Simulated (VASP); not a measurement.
# TiO2 (Imma) in VASP: single point with PBE

Aim: the single point of TiO2 with PBE.

All numbers are computed with VASP 6.6.1; they aren't measurements. Logs are shortened: lines on timing, memory, paths and dates and some standing lists are left out, and cuts for length are marked.

## Step 1: The cell of the first run

It takes space group Imma (No. 74, orthorhombic). The conventional cell has a = 3.799 Å, b = 3.799 Å, c = 19.394 Å, α = 90.00°, β = 90.00°, γ = 90.00°. Ti (site symmetry mm2) has 6 O at 1.95 to 2.00 Å within 2.6 Å. Ti (site symmetry mm2) has 5 O at 1.95 to 2.00 Å within 2.6 Å. O (site symmetry mm2) has 3 Ti at 1.95 to 2.00 Å and 2 O at 2.47 Å within 2.6 Å. O (site symmetry mm2) has 3 Ti at 1.95 to 2.00 Å and 2 O at 2.47 Å within 2.6 Å. O (site symmetry mm2) has 3 Ti at 1.95 to 2.00 Å and 2 O at 2.47 Å within 2.6 Å. Within 2.6 Å of O (site symmetry mm2) lie 2 Ti at 1.95 Å and 2 O at 2.47 Å.

## Step 2: Single point, PBE (the part above a cut slid along it)

INCAR

```
SYSTEM = TiO2
PREC = Accurate
ENCUT = 520
EDIFF = 1E-7
ISMEAR = 0
SIGMA = 0.05
LREAL = .False.
LASPH = .True.
NELM = 80
ALGO = Normal
ISIF = 2
LWAVE = .False.
LCHARG = .True.
GGA = PE
LELF = .True.
LVHAR = .True.
NBANDS = 60
ISYM = 0
```

KPOINTS

```
Automatic mesh
0
Gamma
  7 7 3
  0 0 0
```

POSCAR

```
TiO2
1.0
   -3.7992225376      0.0000000000      0.0000000000
    0.0000000000     -3.7992225376      0.0000000000
   -1.8996112688      1.8996112688      9.6968968543
Ti O
4 8
Direct
   -0.3125000000      1.3125000000      0.6250000000
    0.4375000000      0.5625000000      0.1250000000
    0.3125000000      0.1875000000      0.3750000000
   -0.4375000000      0.9375000000      0.8750000000
   -0.4157533630      0.4157533630      0.8315067260
    0.3342466370      0.6657533630      0.3315067260
    0.2092466370      0.2907533630      0.5815067260
   -0.0407533630      0.5407533630      0.0815067260
    0.4157533630      0.0842466370      0.1684932740
   -0.3342466370      0.8342466370      0.6684932740
   -0.2092466370      0.2092466370      0.4184932740
    0.0407533630      0.9592466370      0.9184932740
```

Potentials or basis: VASP PAW PBE potentials, release 64 (Ti_sv, O).

The run is started by

```sh
> cat potpaw_PBE.64/Ti_sv/POTCAR potpaw_PBE.64/O/POTCAR > POTCAR
> mpirun -np 1 vasp_std > vasp.out
```

OUTCAR:

```text
SYSTEM = TiO2
   PREC = Accurate
   ENCUT = 520
   EDIFF = 1E-7
   ISMEAR = 0
   LREAL = .False.
   LASPH = .True.
   NELM = 80
   ISIF = 2
   GGA = PE
   ISYM = 0

 ion  position               nearest neighbor table
   1  0.688  0.312  0.625-   7 1.95  10 1.95   7 1.95  10 1.95   5 2.00  11 2.00
   2  0.438  0.562  0.125-   8 1.95   9 1.95   8 1.95   9 1.95   6 2.00
   3  0.312  0.188  0.375-   6 1.95  11 1.95   6 1.95  11 1.95   9 2.00   7 2.00
   4  0.562  0.938  0.875-   5 1.95  12 1.95   5 1.95  12 1.95  10 2.00
   5  0.584  0.416  0.832-   4 1.95   4 1.95   1 2.00
   6  0.334  0.666  0.332-   3 1.95   3 1.95   2 2.00
   7  0.209  0.291  0.582-   1 1.95   1 1.95   3 2.00
   8  0.959  0.541  0.082-   2 1.95   2 1.95
   9  0.416  0.084  0.168-   2 1.95   2 1.95   3 2.00
  10  0.666  0.834  0.668-   1 1.95   1 1.95   4 2.00
  11  0.791  0.209  0.418-   3 1.95   3 1.95   1 2.00
  12  0.041  0.959  0.918-   4 1.95   4 1.95

IMPORTANT INFORMATION: All symmetrisations will be switched off!
NOSYMM: (Re-)initialisation of all symmetry stuff for point group C_1.

----------------------------------------------------------------------------------------

                                     Primitive cell

  volume of cell :     139.9659

  direct lattice vectors                    reciprocal lattice vectors
    -3.799222538  0.000000000  0.000000000    -0.263211747  0.000000000 -0.051562887
     0.000000000 -3.799222538  0.000000000     0.000000000 -0.263211747  0.051562887
    -1.899611269  1.899611269  9.696896854     0.000000000  0.000000000  0.103125775

  length of vectors
     3.799222538  3.799222538 10.062149599     0.268214755  0.268214755  0.103125775

  position of ions in fractional coordinates (direct lattice)
     0.687500000  0.312500000  0.625000000
     0.437500000  0.562500000  0.125000000
     0.312500000  0.187500000  0.375000000
     0.562500000  0.937500000  0.875000000
     0.584246637  0.415753363  0.831506726
     0.334246637  0.665753363  0.331506726
     0.209246637  0.290753363  0.581506726
     0.959246637  0.540753363  0.081506726
     0.415753363  0.084246637  0.168493274
     0.665753363  0.834246637  0.668493274
     0.790753363  0.209246637  0.418493274
     0.040753363  0.959246637  0.918493274

  ion indices of the primitive-cell ions
   primitive index   ion index
                 1           1
                 2           2
                 3           3
                 4           4
                 5           5
                 6           6
                 7           7
                 8           8
                 9           9
                10          10
                11          11
                12          12

----------------------------------------------------------------------------------------

 KPOINTS: Automatic mesh

Automatic generation of k-mesh.
 Grid dimensions read from file:
 generate k-points for:    7    7    3

 Generating k-lattice:

  Cartesian coordinates                     Fractional coordinates (reciprocal lattice)
    -0.037601678  0.000000000 -0.007366127     0.142857143  0.000000000  0.000000000
     0.000000000 -0.037601678  0.007366127     0.000000000  0.142857143  0.000000000
     0.000000000  0.000000000  0.034375258     0.000000000  0.000000000  0.333333333

  Length of vectors
     0.038316394  0.038316394  0.034375258

  Shift w.r.t. Gamma in fractional coordinates (k-lattice)
     0.000000000  0.000000000  0.000000000

 -----------------------------------------------------------------------------
|                                                                             |
|           W    W    AA    RRRRR   N    N  II  N    N   GGGG   !!!           |
|           W    W   A  A   R    R  NN   N  II  NN   N  G    G  !!!           |
|           W    W  A    A  R    R  N N  N  II  N N  N  G       !!!           |
|           W WW W  AAAAAA  RRRRR   N  N N  II  N  N N  G  GGG   !            |
|           WW  WW  A    A  R   R   N   NN  II  N   NN  G    G                |
|           W    W  A    A  R    R  N    N  II  N    N   GGGG   !!!           |
|                                                                             |
|     Your reciprocal lattice and k-lattice belong to different lattice       |
|     classes:                                                                |
|                                                                             |
|        The reciprocal lattice is body-centered tetragonal,                  |
|        whereas your k-lattice is base-centered monoclinic.                  |
|                                                                             |
|     Results are often still useful ...                                      |
|                                                                             |
 -----------------------------------------------------------------------------

 WARNING: IBZKPT: internal override: KBLOWUP is changed to .FALSE.
      ... skipping the blow-up phase ...

 Subroutine IBZKPT returns following result:
 ===========================================

 Found     74 irreducible k-points:

 Following reciprocal coordinates:
            Coordinates               Weight
  0.000000  0.000000  0.000000      1.000000
  0.142857  0.000000  0.000000      2.000000
  0.285714  0.000000  0.000000      2.000000
  0.428571  0.000000  0.000000      2.000000
  0.000000  0.142857 -0.000000      2.000000
  0.142857  0.142857  0.000000      2.000000
[... 16 lines left out ...]
 -0.428571  0.428571 -0.000000      2.000000
 -0.285714  0.428571 -0.000000      2.000000
 [... further k-points ...]
   k-points           NKPTS =     74   k-points in BZ     NKDIM =     74   number of bands    NBANDS=     60
   number of dos      NEDOS =    301   number of ions     NIONS =     12
   total plane-waves  NPLWV =  62720
   dimension x,y,z NGX =    28 NGY =   28 NGZ =   80
   dimension x,y,z NGXF=    56 NGYF=   56 NGZF=  160
   ions per type =               4   8
   NGX,Y,Z   is equivalent  to a cutoff of  12.25, 12.25, 13.22 a.u.
   NGXF,Y,Z  is equivalent  to a cutoff of  24.50, 24.50, 26.44 a.u.
 SYSTEM =  TiO2
   PREC   = accura    normal or accurate (medium, high low for compatibility)
   ISTART =      0    job   : 0-new  1-cont  2-samecut
   ICHARG =      2    charge: 1-file 2-atom 10-const
   ISPIN  =      1    spin polarized calculation?
   LNONCOLLINEAR =      F non collinear calculations
   LSORBIT =      F    spin-orbit coupling
   LASPH  =      T    aspherical Exc in radial PAW
   ENCUT  =  520.0 eV  38.22 Ry    6.18 a.u.   7.06  7.06 18.71*2*pi/ulx,y,z
   NELM   =     80;   NELMIN=  2; NELMDL= -5     # of ELM steps
   EDIFF  = 0.1E-06   stopping-criterion for ELM
   LREAL  =      F    real-space projection
   EDIFFG = 0.1E-05   stopping-criterion for IOM
   NSW    =      0    number of steps for IOM
   IBRION =     -1    ionic relax: 0-MD 1-quasi-New 2-CG
   NFREE  =      0    steps in history (QN), initial steepest desc. (CG)
   ISIF   =      2    stress and relaxation
   ISYM   =      0    0-nonsym 1-usesym 2-fastsym
   POTIM  = 0.5000    time-step for ionic-motion
   TEBEG  =    0.0;   TEEND  =   0.0 temperature during run
   PSTRESS=    0.0 pullay stress
   NELECT =      96.0000    total number of electrons
   NUPDOWN=      -1.0000    fix difference up-down
   EMIN   =  10.00;   EMAX   =-10.00  energy-range for DOS
   EFERMI =   0.00;   METHOD = LEGACY
   ISMEAR =     0;   SIGMA  =   0.05  broadening in eV -4-tet -1-fermi 0-gaus
   EFERMI_NEDOS =   21; number of points for ismear=-14 and -15
   IALGO  =     38    algorithm
   IMIX   =      4    mixing-type and parameters
     AMIX     =   0.40;   BMIX     =  1.00
     AMIX_MAG =   1.60;   BMIX_MAG =  1.00
  volume/ion in A,a.u.               =      11.66        78.71
  Fermi-wavevector in a.u.,A,eV,Ry     =   1.443747  2.728287 28.360066  2.084406
  Thomas-Fermi vector in A             =   2.562120
   LORBIT       =      0    0 simple, 1 ext, 2 COOP (PROOUT), +10 PAW based schemes
   GGA     = PE    functional components
   LHFCALC =     F    Hartree Fock is set to
   AEXX    =    0.0000 exact exchange contribution
   IVDW    =     0    specifies the selected vdW correction
   LEPSILON=     F    determine dielectric tensor
   LRPA    =     F    only Hartree local field effects (RPA)
 non-spin polarized calculation
 Gauss-broadening in eV      SIGMA  =   0.05
  energy-cutoff  :      520.00
  volume of cell :      139.97
 maximum number of plane-waves:      3789
   NGX = 15   NGY = 15   NGZ = 37

 number of electron      96.0000039 magnetization

 Free energy of the ion-electron system (eV)
  ---------------------------------------------------
  ext. energy  EPLUGINS =         0.00000000
  ---------------------------------------------------
  free energy    TOTEN  =      -104.47466420 eV

  energy without entropy =     -104.47466420  energy(sigma->0) =     -104.47466420

 E-fermi :   4.5903     XC(G=0): -10.6752

 val. band max:        4.3190283947   @ k =   0.0000   0.0000   0.3333
 cond. band min:       5.1925018349   @ k =   0.0000   0.0000   0.0000
 fundamental gap:      0.8734734402
 Fermi energy:         4.5903425748

 k-point     1 :       0.0000    0.0000    0.0000
  band No.  band energies     occupation
      1     -53.4790      2.00000
      2     -53.4535      2.00000
      3     -53.1277      2.00000
      4     -53.1084      2.00000
      5     -29.8695      2.00000
      6     -29.7038      2.00000
[... 52 lines left out ...]
     59       7.2706      0.00000
     60       7.4668      0.00000

 k-point     2 :       0.1429    0.0000    0.0000
  band No.  band energies     occupation
      1     -53.4774      2.00000
      2     -53.4544      2.00000
      3     -53.1273      2.00000
      4     -53.1081      2.00000
      5     -29.8689      2.00000
      6     -29.7457      2.00000
[... 52 lines left out ...]
     59       7.0556      0.00000
     60       7.0962      0.00000

 k-point     3 :       0.2857    0.0000    0.0000
  band No.  band energies     occupation
      1     -53.4729      2.00000
      2     -53.4570      2.00000
      3     -53.1265      2.00000
      4     -53.1073      2.00000
      5     -29.8679      2.00000
      6     -29.7991      2.00000
[... 1312 lines left out ...]
     59       7.8862      0.00000
     60       7.9925      0.00000

 k-point    24 :      -0.2857    0.4286   -0.0000
  band No.  band energies     occupation
      1     -53.4705      2.00000
      2     -53.4546      2.00000
      3     -53.1173      2.00000
      4     -53.1130      2.00000
      5     -29.8668      2.00000
      6     -29.7988      2.00000
[... 52 lines left out ...]
     59       7.7842      0.00000
     60       7.8284      0.00000

 [... further k-points ...]

------------------------ aborting loop because EDIFF is reached ----------------------------------------

  FORCE on cell =-STRESS in cart. coord.  units (eV):
  Direction    XX          YY          ZZ          XY          YZ          ZX
  --------------------------------------------------------------------------------------
  -------------------------------------------------------------------------------------
  Total      -16.3108200      8.1890295      1.6923719     -0.0001748      0.0008595     -0.0008285
  in kB     -186.7085198     93.7390993     19.3724319     -0.0020005      0.0098390     -0.0094837
  external PRESSURE =     -24.5323295 kB  Pullay stress =       0.0000000 kB

 VOLUME and BASIS-vectors are now :
 -----------------------------------------------------------------------------
  energy-cutoff  :      520.00
  volume of cell :      139.97
      direct lattice vectors                 reciprocal lattice vectors
    -3.799222538  0.000000000  0.000000000    -0.263211747  0.000000000 -0.051562887
     0.000000000 -3.799222538  0.000000000     0.000000000 -0.263211747  0.051562887
    -1.899611269  1.899611269  9.696896854     0.000000000  0.000000000  0.103125775

 POSITION                                       TOTAL-FORCE (eV/Angst)
 -----------------------------------------------------------------------------------
     -3.79922      0.00000      6.06056        -0.000064     -0.000055     -0.026754
     -1.89961     -1.89961      1.21211        -0.000054     -0.000055      2.047540
     -1.89961      0.00000      3.63634         0.000063      0.000056      0.026737
     -3.79922     -1.89961      8.48478         0.000054      0.000054     -2.047527
     -3.79922      0.00000      8.06303         0.000286     -0.000397      0.777544
     -1.89961     -1.89961      3.21459         0.000284     -0.000392     -0.385742
     -1.89961      0.00000      5.63881         0.000390     -0.000268     -0.186575
     -3.79922     -1.89961      0.79036         0.000340     -0.000241      1.252605
     -1.89961      0.00000      1.63386        -0.000286      0.000396     -0.777572
     -3.79922     -1.89961      6.48231        -0.000284      0.000393      0.385708
     -3.79922      0.00000      4.05809        -0.000390      0.000268      0.186603
     -1.89961     -1.89961      8.90653        -0.000340      0.000241     -1.252567
 -----------------------------------------------------------------------------------
    total drift:                               -0.000001      0.000000     -0.000006

  FREE ENERGIE OF THE ION-ELECTRON SYSTEM (eV)
  ---------------------------------------------------
  free  energy   TOTEN  =      -104.4746641985 eV

  energy  without entropy=     -104.4746641985  energy(sigma->0) =     -104.47466420
```

It took 26 min on 1 thread of Intel Xeon 8259CL, shared host; peak memory 0.54 GiB.

Results:

| Quantity | Value |
| --- | --- |
| Free energy | -104.4747 eV |
| Pressure | -2.5 GPa |
| Largest force | 2.048 eV/Å |
| Band gap on the k mesh | 0.87 eV |

Forces on the atoms (eV/Å):
```
Ti   0.000  0.000 -0.027
Ti   0.000  0.000  2.048
Ti   0.000  0.000  0.027
Ti   0.000  0.000 -2.048
O    0.000  0.000  0.778
O    0.000  0.000 -0.386
O    0.000  0.000 -0.187
O    0.000  0.000  1.253
O    0.000  0.000 -0.778
O    0.000  0.000  0.386
O    0.000  0.000  0.187
O    0.000  0.000 -1.253
```

Stress tensor (GPa, compression positive):
```
-18.67   0.00   0.00
  0.00   9.37   0.00
  0.00   0.00   1.94
```

Caveat: the cell differs from its parent crystal (the part above a cut slid along it); the stress differs along the axes, from -19 to 9 GPa; forces of over 1 eV/Å act on the atoms, so gaps and moduli don't describe the material at rest.
